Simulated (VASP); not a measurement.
# In3SbTe2 (Immm) in VASP: notebook

Runs on In3SbTe2. Level: PBE. Tasks: single point.

Everything below comes from runs of VASP 6.6.1. Logs are shortened: lines on timing, memory, paths and dates and some standing lists are left out, and cuts for length are marked.

## 1. The cell of the first run

The structure is orthorhombic, space group Immm (No. 71). Conventional cell: a = 4.474 Å, b = 6.252 Å, c = 13.026 Å, α = 90.00°, β = 90.00°, γ = 90.00°. Te (site symmetry mm2) has 6 In at 3.13 to 3.16 Å within 4.1 Å. Within 4.0 Å of Sb (site symmetry mmm) lie 6 In at 3.07 to 3.13 Å. In (site symmetry mm2) has 2 Sb at 3.07 Å and 4 Te at 3.13 Å within 4.0 Å. In (site symmetry mmm) has 2 Sb at 3.13 Å and 4 Te at 3.16 Å within 4.1 Å.

## 2. Single point, PBE

INCAR

```
  ALGO = Normal
  EDIFF = 1E-6
  ENCUT = 520
  GGA = PE
  ISIF = 2
  ISMEAR = -1
  LASPH = True
  LCHARG = True
  LELF = True
  LREAL = False
  LVHAR = True
  LWAVE = False
  NBANDS = 37
  NELM = 60
  PREC = Accurate
  SIGMA = 0.05
```

KPOINTS

```
k-points
0
Gamma
  7 7 7
```

POSCAR

```
In3SbTe2
1.0
   -2.2368750000      3.1260210000      6.5127920000
    2.2368750000     -3.1260210000      6.5127920000
    2.2368750000      3.1260210000     -6.5127920000
Te Sb In
2 1 3
Direct
    0.8287300000      0.3287300000      0.5000000000
    0.1712700000      0.6712700000      0.5000000000
    0.5000000000      0.0000000000      0.5000000000
    0.3390380000      0.3390380000      0.0000000000
    0.6609620000      0.6609620000      0.0000000000
    0.0000000000      0.0000000000      0.0000000000
```

Potentials or basis: VASP PAW PBE potentials, release 64 (Te, Sb, In_d).

Command:

```
> cat potpaw_PBE.64/Te/POTCAR potpaw_PBE.64/Sb/POTCAR potpaw_PBE.64/In_d/POTCAR > POTCAR
> mpirun -np 1 vasp_std > vasp.out
```

OUTCAR:

```text
EDIFF = 1E-6
   ENCUT = 520
   GGA = PE
   ISIF = 2
   ISMEAR = -1
   LASPH = True
   LREAL = False
   NELM = 60
   PREC = Accurate

 ion  position               nearest neighbor table
   1  0.829  0.329  0.500-   5 3.13   5 3.13   4 3.13   4 3.13   6 3.16   6 3.16
   2  0.171  0.671  0.500-   4 3.13   4 3.13   5 3.13   5 3.13   6 3.16   6 3.16
   3  0.500  0.000  0.500-   5 3.07   4 3.07   5 3.07   4 3.07   6 3.13   6 3.13
   4  0.339  0.339  0.000-   3 3.07   3 3.07   2 3.13   2 3.13   1 3.13   1 3.13
   5  0.661  0.661  0.000-   3 3.07   3 3.07   1 3.13   1 3.13   2 3.13   2 3.13
   6  0.000  0.000  0.000-   3 3.13   3 3.13   1 3.16   2 3.16   1 3.16   2 3.16

  LATTYP: Found a body centered orthorhombic cell.
 ALAT       =     4.4737500000
 B/A-ratio  =     1.3974947192
 C/A-ratio  =     2.9115583124

  Lattice vectors:

 A1 = (  -2.2368750000,   3.1260210000,   6.5127920000)
 A2 = (   2.2368750000,  -3.1260210000,   6.5127920000)
 A3 = (   2.2368750000,   3.1260210000,  -6.5127920000)

Analysis of symmetry for initial positions (statically):
=====================================================================
 Subroutine PRICEL returns:
 Original cell was already a primitive cell.

 Routine SETGRP: Setting up the symmetry group for a
 body centered orthorhombic supercell.

 Subroutine GETGRP returns: Found  8 space group operations
 (whereof  8 operations were pure point group operations)
 out of a pool of  8 trial point group operations.

The static configuration has the point symmetry D_2h.

Analysis of symmetry for dynamics (positions and initial velocities):
=====================================================================
 Subroutine PRICEL returns:
 Original cell was already a primitive cell.

 Routine SETGRP: Setting up the symmetry group for a
 body centered orthorhombic supercell.

 Subroutine GETGRP returns: Found  8 space group operations
 (whereof  8 operations were pure point group operations)
 out of a pool of  8 trial point group operations.

The dynamic configuration has the point symmetry D_2h.

 Subroutine INISYM returns: Found  8 space group operations
 (whereof  8 operations are pure point group operations),
 and found     1 'primitive' translations

----------------------------------------------------------------------------------------

                                     Primitive cell

  volume of cell :     182.1633

  direct lattice vectors                    reciprocal lattice vectors
    -2.236875000  3.126021000  6.512792000     0.000000000  0.159947742  0.076771990
     2.236875000 -3.126021000  6.512792000     0.223526125  0.000000000  0.076771990
     2.236875000  3.126021000 -6.512792000     0.223526125  0.159947742  0.000000000

  length of vectors
     7.562544327  7.562544327  7.562544327     0.177418202  0.236342689  0.274858525

  position of ions in fractional coordinates (direct lattice)
     0.828730000  0.328730000  0.500000000
     0.171270000  0.671270000  0.500000000
     0.500000000  0.000000000  0.500000000
     0.339038000  0.339038000  0.000000000
     0.660962000  0.660962000  0.000000000
     0.000000000  0.000000000  0.000000000

  ion indices of the primitive-cell ions
   primitive index   ion index
                 1           1
                 2           2
                 3           3
                 4           4
                 5           5
                 6           6

----------------------------------------------------------------------------------------

 KPOINTS: k-points

Automatic generation of k-mesh.
 Grid dimensions read from file:
 generate k-points for:    7    7    7

 Generating k-lattice:

  Cartesian coordinates                     Fractional coordinates (reciprocal lattice)
     0.000000000  0.022849677  0.010967427     0.142857143  0.000000000  0.000000000
     0.031932304  0.000000000  0.010967427     0.000000000  0.142857143 -0.000000000
     0.031932304  0.022849677  0.000000000     0.000000000 -0.000000000  0.142857143

  Length of vectors
     0.025345457  0.033763241  0.039265504

  Shift w.r.t. Gamma in fractional coordinates (k-lattice)
     0.000000000  0.000000000  0.000000000

 Subroutine IBZKPT returns following result:
 ===========================================

 Found     64 irreducible k-points:

 Following reciprocal coordinates:
            Coordinates               Weight
  0.000000  0.000000  0.000000      1.000000
  0.142857  0.000000  0.000000      4.000000
  0.285714  0.000000  0.000000      4.000000
  0.428571  0.000000  0.000000      4.000000
  0.000000  0.142857 -0.000000      4.000000
  0.142857  0.142857  0.000000      8.000000
[... 16 lines left out ...]
 -0.428571  0.428571 -0.000000      4.000000
 -0.285714  0.428571 -0.000000      8.000000
 [... further k-points ...]
   k-points           NKPTS =     64   k-points in BZ     NKDIM =     64   number of bands    NBANDS=     37
   number of dos      NEDOS =    301   number of ions     NIONS =      6
   total plane-waves  NPLWV = 175616
   dimension x,y,z NGX =    56 NGY =   56 NGZ =   56
   dimension x,y,z NGXF=   112 NGYF=  112 NGZF=  112
   ions per type =               2   1   3
   NGX,Y,Z   is equivalent  to a cutoff of  12.31, 12.31, 12.31 a.u.
   NGXF,Y,Z  is equivalent  to a cutoff of  24.62, 24.62, 24.62 a.u.
 SYSTEM =  unknown system
   PREC   = accura    normal or accurate (medium, high low for compatibility)
   ISTART =      0    job   : 0-new  1-cont  2-samecut
   ICHARG =      2    charge: 1-file 2-atom 10-const
   ISPIN  =      1    spin polarized calculation?
   LNONCOLLINEAR =      F non collinear calculations
   LSORBIT =      F    spin-orbit coupling
   LASPH  =      T    aspherical Exc in radial PAW
   ENCUT  =  520.0 eV  38.22 Ry    6.18 a.u.  14.06 14.06 14.06*2*pi/ulx,y,z
   NELM   =     60;   NELMIN=  2; NELMDL= -5     # of ELM steps
   EDIFF  = 0.1E-05   stopping-criterion for ELM
   LREAL  =      F    real-space projection
   EDIFFG = 0.1E-04   stopping-criterion for IOM
   NSW    =      0    number of steps for IOM
   IBRION =     -1    ionic relax: 0-MD 1-quasi-New 2-CG
   NFREE  =      0    steps in history (QN), initial steepest desc. (CG)
   ISIF   =      2    stress and relaxation
   ISYM   =      2    0-nonsym 1-usesym 2-fastsym
   POTIM  = 0.5000    time-step for ionic-motion
   TEBEG  =    0.0;   TEEND  =   0.0 temperature during run
   PSTRESS=    0.0 pullay stress
   NELECT =      56.0000    total number of electrons
   NUPDOWN=      -1.0000    fix difference up-down
   EMIN   =  10.00;   EMAX   =-10.00  energy-range for DOS
   EFERMI =   0.00;   METHOD = LEGACY
   ISMEAR =    -1;   SIGMA  =   0.05  broadening in eV -4-tet -1-fermi 0-gaus
   EFERMI_NEDOS =   21; number of points for ismear=-14 and -15
   IALGO  =     38    algorithm
   IMIX   =      4    mixing-type and parameters
     AMIX     =   0.40;   BMIX     =  1.00
     AMIX_MAG =   1.60;   BMIX_MAG =  1.00
  volume/ion in A,a.u.               =      30.36       204.88
  Fermi-wavevector in a.u.,A,eV,Ry     =   1.104885  2.087931 16.609608  1.220772
  Thomas-Fermi vector in A             =   2.241365
   LORBIT       =      0    0 simple, 1 ext, 2 COOP (PROOUT), +10 PAW based schemes
   GGA     = PE    functional components
   LHFCALC =     F    Hartree Fock is set to
   AEXX    =    0.0000 exact exchange contribution
   IVDW    =     0    specifies the selected vdW correction
   LEPSILON=     F    determine dielectric tensor
   LRPA    =     F    only Hartree local field effects (RPA)
 non-spin polarized calculation
  energy-cutoff  :      520.00
  volume of cell :      182.16
 maximum number of plane-waves:      4942
   NGX = 29   NGY = 29   NGZ = 29

 number of electron      56.0000003 magnetization

 Free energy of the ion-electron system (eV)
  ---------------------------------------------------
  ext. energy  EPLUGINS =         0.00000000
  ---------------------------------------------------
  free energy    TOTEN  =       -19.38127136 eV

  energy without entropy =      -19.36494011  energy(sigma->0) =      -19.37310573

 E-fermi :   6.3550     XC(G=0):  -9.4997

 val. band max:        6.3281663891   @ k =  -0.4286  -0.4286   0.1429
 cond. band min:       6.3784203854   @ k =   0.2857   0.1429  -0.0000
 fundamental gap:      0.0502539963
 Fermi energy:         6.3550243935

 k-point     1 :       0.0000    0.0000    0.0000
  band No.  band energies     occupation
      1      -8.3298      2.00000
      2      -8.2856      2.00000
      3      -8.2459      2.00000
      4      -8.2338      2.00000
      5      -8.2162      2.00000
      6      -8.2112      2.00000
[... 29 lines left out ...]
     36      11.9262      0.00000
     37      11.9763      0.00000

 k-point     2 :       0.1429    0.0000    0.0000
  band No.  band energies     occupation
      1      -8.3252      2.00000
      2      -8.2804      2.00000
      3      -8.2477      2.00000
      4      -8.2332      2.00000
      5      -8.2162      2.00000
      6      -8.2117      2.00000
[... 29 lines left out ...]
     36      11.5331      0.00000
     37      11.6363      0.00000

 k-point     3 :       0.2857    0.0000    0.0000
  band No.  band energies     occupation
      1      -8.3116      2.00000
      2      -8.2722      2.00000
      3      -8.2515      2.00000
      4      -8.2323      2.00000
      5      -8.2176      2.00000
      6      -8.2132      2.00000
[... 29 lines left out ...]
     36      11.0170      0.00000
     37      11.0937      0.00000

 k-point     4 :       0.4286    0.0000    0.0000
  band No.  band energies     occupation
      1      -8.2938      2.00000
      2      -8.2737      2.00000
      3      -8.2544      2.00000
      4      -8.2319      2.00000
      5      -8.2200      2.00000
      6      -8.2145      2.00000
[... 29 lines left out ...]
     36      10.7918      0.00000
     37      10.7973      0.00000
[... 683 lines left out ...]
      1      -8.3107      2.00000
      2      -8.2886      2.00000
      3      -8.2707      2.00000
      4      -8.2530      2.00000
      5      -8.2320      2.00000
      6      -8.2146      2.00000
[... 29 lines left out ...]
     36      11.3487      0.00000
     37      11.6147      0.00000

 k-point    23 :      -0.4286    0.4286   -0.0000
  band No.  band energies     occupation
      1      -8.3079      2.00000
      2      -8.2961      2.00000
      3      -8.2670      2.00000
      4      -8.2533      2.00000
      5      -8.2308      2.00000
      6      -8.2148      2.00000
[... 29 lines left out ...]
     36      11.5000      0.00000
     37      11.6221      0.00000

 k-point    24 :      -0.2857    0.4286   -0.0000
  band No.  band energies     occupation
      1      -8.3249      2.00000
      2      -8.3103      2.00000
      3      -8.2630      2.00000
      4      -8.2494      2.00000
      5      -8.2230      2.00000
      6      -8.2186      2.00000
[... 29 lines left out ...]
     36      10.8865      0.00000
     37      11.3315      0.00000

 [... further k-points ...]

------------------------ aborting loop because EDIFF is reached ----------------------------------------

  FORCE on cell =-STRESS in cart. coord.  units (eV):
  Direction    XX          YY          ZZ          XY          YZ          ZX
  --------------------------------------------------------------------------------------
  -------------------------------------------------------------------------------------
  Total       -0.8774875     -0.5421993      0.5416017      0.0000000      0.0000000      0.0000000
  in kB       -7.7177502     -4.7687957      4.7635397      0.0000000      0.0000000      0.0000000
  external PRESSURE =      -2.5743354 kB  Pullay stress =       0.0000000 kB

 VOLUME and BASIS-vectors are now :
 -----------------------------------------------------------------------------
  energy-cutoff  :      520.00
  volume of cell :      182.16
      direct lattice vectors                 reciprocal lattice vectors
    -2.236875000  3.126021000  6.512792000     0.000000000  0.159947742  0.076771990
     2.236875000 -3.126021000  6.512792000     0.223526125  0.000000000  0.076771990
     2.236875000  3.126021000 -6.512792000     0.223526125  0.159947742  0.000000000

 POSITION                                       TOTAL-FORCE (eV/Angst)
 -----------------------------------------------------------------------------------
      0.00000      3.12602      4.28190        -0.000000      0.000000      0.009390
      2.23687      0.00000      2.23089        -0.000000      0.000000     -0.009390
      0.00000      3.12602      0.00000        -0.000000      0.000000      0.000000
      0.00000      0.00000      4.41617         0.000000      0.000000      0.103715
      0.00000      0.00000      8.60942        -0.000000     -0.000000     -0.103715
      0.00000      0.00000      0.00000        -0.000000      0.000000     -0.000000
 -----------------------------------------------------------------------------------
    total drift:                                0.000000      0.000000     -0.000000

  FREE ENERGIE OF THE ION-ELECTRON SYSTEM (eV)
  ---------------------------------------------------
  free  energy   TOTEN  =       -19.3812713599 eV

  energy  without entropy=      -19.3649401051  energy(sigma->0) =      -19.37310573
```

Run time: 15 min. Hardware: 1 thread of Intel Xeon 8259CL, shared host; peak memory 0.7 GiB.

What came out:

* Free energy: -19.3813 eV
* Pressure: -0.3 GPa
* Largest force: 0.104 eV/Å
* Band gap on the k mesh: zero (bands 28 and 29 overlap by 1.88 eV)

Forces on the atoms (eV/Å):
```
Te   0.000  0.000  0.009
Te   0.000  0.000 -0.009
Sb   0.000  0.000  0.000
In   0.000  0.000  0.104
In   0.000  0.000 -0.104
In   0.000  0.000  0.000
```

Caveat: spin-orbit coupling is left out, which moves the levels of the heavy elements.

[end of part 1 of 2]

The gap in the log of VASP goes by the Fermi energy; the results here count the filled bands.